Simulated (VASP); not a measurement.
# HfS2 in VASP: notebook

The runs below take HfS2 through single point, relaxation of the atoms, with PBE+D3(BJ).

All numbers are computed with VASP 6.6.1; they aren't measurements. Logs are shortened: lines on timing, memory, paths and dates and some standing lists are left out, and cuts for length are marked.

**1. The cell of the first run**

The cell holds a slab with vacuum, 3 atoms: a = 3.618 Å, b = 3.618 Å, c = 31.826 Å, α = 90.00°, β = 90.00°, γ = 120.00°.

**2. Single point, PBE+D3(BJ), non-collinear spin, zero start, spin-orbit coupling**

INCAR

```
SYSTEM = HfS2
PREC     = Accurate       ! precision mode
ENCUT    = 400            ! plane-wave cutoff, eV
EDIFF    = 1E-6           ! SCF threshold, eV
ISMEAR   = 0              ! smearing method
SIGMA    = 0.02           ! smearing width, eV
LREAL    = .FALSE.        ! projectors in reciprocal space
LASPH    = .TRUE.         ! aspherical terms in the spheres
NELM     = 200            ! most SCF steps
ALGO     = Normal         ! electronic algorithm
ISIF     = 2              ! what is computed and relaxed
LWAVE    = .FALSE.        ! write WAVECAR
LCHARG   = .TRUE.         ! write CHGCAR
MAGMOM   = 0 0 0 0 0 0 0 0 0 ! initial moments
LORBIT   = 11             ! projections on sites
LSORBIT  = .TRUE.         ! spin-orbit coupling
GGA_COMPAT= .FALSE.      
LORBMOM  = .TRUE.       
LMAXMIX  = 4              ! l up to which the mixer works
LDIPOL   = .TRUE.       
IDIPOL   = 3            
DIPOL    = 0.5 0.5 0.500
GGA      = PE             ! functional
IVDW     = 12             ! dispersion correction
LVHAR    = .TRUE.       
LVACPOTAV= .TRUE.       
NBANDS   = 35             ! bands
NELMDL   = -8
```

KPOINTS

```
Automatic mesh
0
G
  12 12 1
  0 0 0
```

POSCAR

```
HfS2
1.0
    3.6178935023      0.0000000000      0.0000000000
   -1.8089467512      3.1331876811      0.0000000000
    0.0000000000      0.0000000000     31.8256452916
S Hf
2 1
Direct
    0.6666666667      0.3333333333      0.4542641854
    0.3333333333      0.6666666667      0.5457358146
    0.0000000000      0.0000000000      0.5000000000
```

Potentials or basis: VASP PAW PBE potentials, release 64 (S, Hf_pv).

Launch:

```console
$ cat potpaw_PBE.64/S/POTCAR potpaw_PBE.64/Hf_pv/POTCAR > POTCAR
$ mpirun -np 1 vasp_ncl > vasp.out
```

OUTCAR:

```text
SYSTEM = HfS2
   PREC = Accurate
   ENCUT = 400
   EDIFF = 1E-6
   ISMEAR = 0
   LREAL = .FALSE.
   LASPH = .TRUE.
   NELM = 200
   ISIF = 2
   LORBIT = 11
   LSORBIT = .TRUE.
   GGA = PE
   IVDW = 12
   NELMDL = -8
 IVDW          = 12

 ion  position               nearest neighbor table
   1  0.667  0.333  0.454-   3 2.55   3 2.55   3 2.55
   2  0.333  0.667  0.546-   3 2.55   3 2.55   3 2.55
   3  0.000  0.000  0.500-   1 2.55   2 2.55   2 2.55   1 2.55   1 2.55   2 2.55

  LATTYP: Found a hexagonal cell.
 ALAT       =     3.6178935023
 C/A-ratio  =     8.7967335886

  Lattice vectors:

 A1 = (   3.6178935023,   0.0000000000,   0.0000000000)
 A2 = (  -1.8089467512,   3.1331876811,   0.0000000000)
 A3 = (   0.0000000000,   0.0000000000,  31.8256452916)

Analysis of symmetry for initial positions (statically):
=====================================================================
 Subroutine PRICEL returns:
 Original cell was already a primitive cell.

 Routine SETGRP: Setting up the symmetry group for a
 hexagonal supercell.

 Subroutine GETGRP returns: Found 12 space group operations
 (whereof 12 operations were pure point group operations)
 out of a pool of 24 trial point group operations.

The static configuration has the point symmetry D_3d.

Analysis of symmetry for dynamics (positions and initial velocities):
=====================================================================
 Subroutine PRICEL returns:
 Original cell was already a primitive cell.

 Routine SETGRP: Setting up the symmetry group for a
 hexagonal supercell.

 Subroutine GETGRP returns: Found 12 space group operations
 (whereof 12 operations were pure point group operations)
 out of a pool of 24 trial point group operations.

The dynamic configuration has the point symmetry D_3d.

Analysis of structural, dynamic, and magnetic symmetry:
=====================================================================
 Subroutine PRICEL returns:
 Original cell was already a primitive cell.

 Routine SETGRP: Setting up the symmetry group for a
 hexagonal supercell.

 Subroutine GETGRP returns: Found 12 space group operations
 (whereof 12 operations were pure point group operations)
 out of a pool of 24 trial point group operations.

The overall configuration has the point symmetry D_3d.

 Subroutine INISYM returns: Found 12 space group operations
 (whereof 12 operations are pure point group operations),
 and found     1 'primitive' translations

----------------------------------------------------------------------------------------

                                     Primitive cell

  volume of cell :     360.7609

  direct lattice vectors                    reciprocal lattice vectors
     3.617893502  0.000000000  0.000000000     0.276403935  0.159581886  0.000000000
    -1.808946751  3.133187681  0.000000000     0.000000000  0.319163772  0.000000000
     0.000000000  0.000000000 31.825645292     0.000000000  0.000000000  0.031421201

  length of vectors
     3.617893502  3.617893502 31.825645292     0.319163772  0.319163772  0.031421201

  position of ions in fractional coordinates (direct lattice)
     0.666666667  0.333333333  0.454264185
     0.333333333  0.666666667  0.545735815
     0.000000000  0.000000000  0.500000000

  ion indices of the primitive-cell ions
   primitive index   ion index
                 1           1
                 2           2
                 3           3

----------------------------------------------------------------------------------------

 KPOINTS: Automatic mesh

Automatic generation of k-mesh.
 Grid dimensions read from file:
 generate k-points for:   12   12    1

 Generating k-lattice:

  Cartesian coordinates                     Fractional coordinates (reciprocal lattice)
     0.023033661  0.013298491  0.000000000     0.083333333 -0.000000000  0.000000000
[... 95 lines left out ...]
 number of electron      22.0000003 magnetization       0.0000000      0.0000000      0.0000000

 dipolmoment           0.000000      0.000000     -0.000000 electrons x Angstroem

 Free energy of the ion-electron system (eV)
  ---------------------------------------------------
  ext. energy  EPLUGINS =         0.00000000
  ---------------------------------------------------
  free energy    TOTEN  =       -23.56980735 eV

  energy without entropy =      -23.56980735  energy(sigma->0) =      -23.56980735

 E-fermi :  -4.4234     XC(G=0):  -2.1106

 val. band max:       -4.5093397006   @ k =   0.0000   0.0000   0.0000
 cond. band min:      -3.3617859327   @ k =   0.5000   0.0000   0.0000
 fundamental gap:      1.1475537679
 Fermi energy:        -4.4234216735

 k-point     1 :       0.0000    0.0000    0.0000
  band No.  band energies     occupation
      1     -39.9361      1.00000
      2     -39.9361      1.00000
      3     -33.0019      1.00000
      4     -33.0019      1.00000
      5     -32.9027      1.00000
      6     -32.9027      1.00000
[... 692 lines left out ...]
     33       3.3708      0.00000
     34       3.3708      0.00000
 [bands above 34 left out]

------------------------ aborting loop because EDIFF is reached ----------------------------------------

 Edisp (eV)   -0.68536

 E8    (eV) :    -0.3147

  FORCE on cell =-STRESS in cart. coord.  units (eV):
  Direction    XX          YY          ZZ          XY          YZ          ZX
  --------------------------------------------------------------------------------------
  -------------------------------------------------------------------------------------
  Total      -0.26765    -0.26765    -0.20943     0.00000     0.00000     0.00000
  in kB      -1.18865    -1.18865    -0.93012     0.00000     0.00000     0.00000
  external pressure =       -1.10 kB  Pullay stress =        0.00 kB

 VOLUME and BASIS-vectors are now :
 -----------------------------------------------------------------------------
  energy-cutoff  :      400.00
  volume of cell :      360.76
      direct lattice vectors                 reciprocal lattice vectors
     3.617893502  0.000000000  0.000000000     0.276403935  0.159581886  0.000000000
    -1.808946751  3.133187681  0.000000000     0.000000000  0.319163772  0.000000000
     0.000000000  0.000000000 31.825645292     0.000000000  0.000000000  0.031421201

 POSITION                                       TOTAL-FORCE (eV/Angst)
 -----------------------------------------------------------------------------------
      1.80895      1.04440     14.45725         0.000000     -0.000000      0.061292
     -0.00000      2.08879     17.36839         0.000000      0.000000     -0.061292
      0.00000      0.00000     15.91282        -0.000000      0.000000      0.000000
 -----------------------------------------------------------------------------------
    total drift:                               -0.000000      0.000000     -0.000000

  FREE ENERGIE OF THE ION-ELECTRON SYSTEM (eV)
  ---------------------------------------------------
  free  energy   TOTEN  =       -24.2551718457 eV

  energy  without entropy=      -24.2551718457  energy(sigma->0) =      -24.25517185

 vacuum level on the upper side and lower side of the slab         1.768         1.768

 orbital moment (x)

 # of ion     p       d       tot
 ----------------------------------------
  1        -0.000   0.000  -0.000
  2        -0.000   0.000  -0.000
  3         0.000   0.000   0.000
 ----------------------------------------
           -0.000   0.000  -0.000

 orbital moment (y)

 # of ion     p       d       tot
 ----------------------------------------
  1        -0.000   0.000  -0.000
  2         0.000   0.000   0.000
  3         0.000   0.000   0.000
 ----------------------------------------
           -0.000   0.000  -0.000

 orbital moment (z)

 # of ion     p       d       tot
 ----------------------------------------
  1         0.000   0.000   0.000
  2         0.000   0.000   0.000
  3         0.000   0.000   0.000
 ----------------------------------------
            0.000   0.000   0.000

 Spin-Orbit-Coupling matrix elements

 Ion:    1  E_soc:     -0.0030521
 l=   1
     0.0000000    -0.0005102    -0.0005057
    -0.0005102     0.0000000    -0.0005102
    -0.0005057    -0.0005102     0.0000000
 l=   2
     0.0000000     0.0000000     0.0000000     0.0000000     0.0000000
     0.0000000     0.0000000     0.0000000     0.0000000     0.0000000
     0.0000000     0.0000000     0.0000000     0.0000000     0.0000000
     0.0000000     0.0000000     0.0000000     0.0000000     0.0000000
     0.0000000     0.0000000     0.0000000     0.0000000     0.0000000
 l=   3
     0.0000000     0.0000000     0.0000000     0.0000000     0.0000000     0.0000000     0.0000000
     0.0000000     0.0000000     0.0000000     0.0000000     0.0000000     0.0000000     0.0000000
     0.0000000     0.0000000     0.0000000     0.0000000     0.0000000     0.0000000     0.0000000
     0.0000000     0.0000000     0.0000000     0.0000000     0.0000000     0.0000000     0.0000000
[... 29 lines left out ...]
 l=   2
     0.0000000    -0.0013411     0.0000000    -0.0013411    -0.0045859
    -0.0013411     0.0000000    -0.0033843    -0.0015765    -0.0013411
     0.0000000    -0.0033843     0.0000000    -0.0033843     0.0000000
    -0.0013411    -0.0015765    -0.0033843     0.0000000    -0.0013411
    -0.0045859    -0.0013411     0.0000000    -0.0013411     0.0000000
 l=   3
     0.0000000     0.0000000     0.0000000     0.0000000     0.0000000     0.0000000     0.0000000
     0.0000000     0.0000000     0.0000000     0.0000000     0.0000000     0.0000000     0.0000000
     0.0000000     0.0000000     0.0000000     0.0000000     0.0000000     0.0000000     0.0000000
     0.0000000     0.0000000     0.0000000     0.0000000     0.0000000     0.0000000     0.0000000
     0.0000000     0.0000000     0.0000000     0.0000000     0.0000000     0.0000000     0.0000000
     0.0000000     0.0000000     0.0000000     0.0000000     0.0000000     0.0000000     0.0000000
     0.0000000     0.0000000     0.0000000     0.0000000     0.0000000     0.0000000     0.0000000

 total charge

# of ion       s       p       d       tot
------------------------------------------
    1        1.342   2.427   0.000   3.769
    2        1.342   2.427   0.000   3.769
    3        0.311   6.576   1.438   8.325
--------------------------------------------------
tot          2.995  11.429   1.438  15.862

 magnetization (x)

# of ion       s       p       d       tot
------------------------------------------
    1        0.000   0.000   0.000   0.000
    2        0.000   0.000   0.000   0.000
    3        0.000  -0.000   0.000  -0.000
--------------------------------------------------
tot          0.000  -0.000   0.000   0.000

 magnetization (y)

# of ion       s       p       d       tot
------------------------------------------
    1        0.000  -0.000   0.000  -0.000
    2       -0.000  -0.000   0.000  -0.000
    3        0.000   0.000  -0.000  -0.000
--------------------------------------------------
tot          0.000  -0.000  -0.000  -0.000

 magnetization (z)

# of ion       s       p       d       tot
------------------------------------------
    1        0.000   0.000   0.000   0.000
    2        0.000   0.000   0.000   0.000
    3        0.000   0.000   0.000   0.000
--------------------------------------------------
tot          0.000   0.000   0.000   0.000
```

It took 12 min on 1 thread of Intel Xeon Platinum 8488C (Sapphire Rapids), shared host; peak memory 0.89 GiB.

What came out:

| Quantity | Value |
| --- | --- |
| Free energy | -24.2552 eV |
| Largest force | 0.061 eV/Å |
| Net moment | 0.00 μB per cell |
| Valence electrons inside the program's atomic spheres | S 3.77; Hf 8.32 |
| Dispersion energy per atom | -0.228 eV |

Forces on the atoms (eV/Å):
```
S    0.000  0.000  0.061
S    0.000  0.000 -0.061
Hf   0.000  0.000  0.000
```

Moments on the atoms (μB; x, y, z):
```
S   0.00 0.00 0.00
S   0.00 0.00 0.00
Hf  0.00 0.00 0.00
```

**3. Relaxation of the atoms, PBE+D3(BJ) (biaxial strain +0.070)**

INCAR

```
ALGO = Normal ; DIPOL = 0.5 0.5 0.500
EDIFF = 1E-7 ; EDIFFG = -0.01
ENCUT = 450 ; GGA = PE
GGA_COMPAT = False ; IBRION = 2
IDIPOL = 3 ; ISIF = 2
ISMEAR = 0 ; IVDW = 12
LASPH = True ; LCHARG = False
LDIPOL = True ; LREAL = False
LWAVE = False ; NELM = 120
NELMDL = -8 ; NELMIN = 4
NSW = 60 ; PREC = Accurate
SIGMA = 0.02
```

KPOINTS

```
k-points
0
Gamma
  9 9 1
```

POSCAR

```
HfS2
1.0
    3.8716141349      0.0000000000      0.0000000000
   -1.9358070674      3.3529161945      0.0000000000
    0.0000000000      0.0000000000     31.8244159702
S Hf
2 1
Direct
    0.6666666667      0.3333333333      0.4542712592
    0.3333333333      0.6666666667      0.5457287408
    0.0000000000      0.0000000000      0.5000000000
```

Potentials or basis: VASP PAW PBE potentials, release 64 (S, Hf_pv).

Launch:

```console
$ cat potpaw_PBE.64/S/POTCAR potpaw_PBE.64/Hf_pv/POTCAR > POTCAR
$ mpirun -np 1 vasp_std > vasp.out
```

Wall time 8 min (1 thread of Oxide Virtual Turin-like, shared host); peak memory 0.46 GiB.

The run converged. Its results:

| Item | Value |
| --- | --- |
| Free energy | -23.2926 eV |
| Energy gained by relaxing | 49.2 meV/atom |
| Ionic steps | 5 |
| Largest force after relaxing | 0.005 eV/Å |
| Band gap on the k mesh | 1.84 eV (least direct gap 2.05 eV) |
| Dispersion energy per atom | -0.201 eV |

Forces on the atoms (eV/Å):
```
S    0.000  0.000 -0.005
S    0.000  0.000  0.005
Hf   0.000  0.000  0.000
```

Step by step:
```tsv
step	energy change (eV)	largest force (eV/Å)	pressure (GPa)
1	0.0000	1.1410	-2.06
2	-0.0994	0.6603	-1.68
3	-0.1477	0.0122	-1.13
4	-0.1477	0.0114	-1.11
5	-0.1477	0.0048	-1.12
```

Final structure:
```xyz
3
Lattice="3.8716 0.0000 0.0000 -1.9358 3.3529 0.0000 0.0000 0.0000 31.8244" Properties=species:S:1:pos:R:3 pbc="T T T"
S     1.9358    1.1176   14.5849
S     0.0000    2.2353   17.2395
Hf    0.0000    0.0000   15.9122
```

Levels at points of the mesh, in eV from the valence-band top:
```
           k point  band 7  band 8  band 9  band 10  band 11  band 12  band 13  band 14  band 15
(0.00, 0.00, 0.00)   -2.74   -2.74   -0.36    -0.10    -0.10     2.04     2.04     2.95     5.43
```

Caveat: the cell differs from its parent crystal (biaxial strain +0.070); spin-orbit coupling is left out, which moves the levels of the heavy elements.
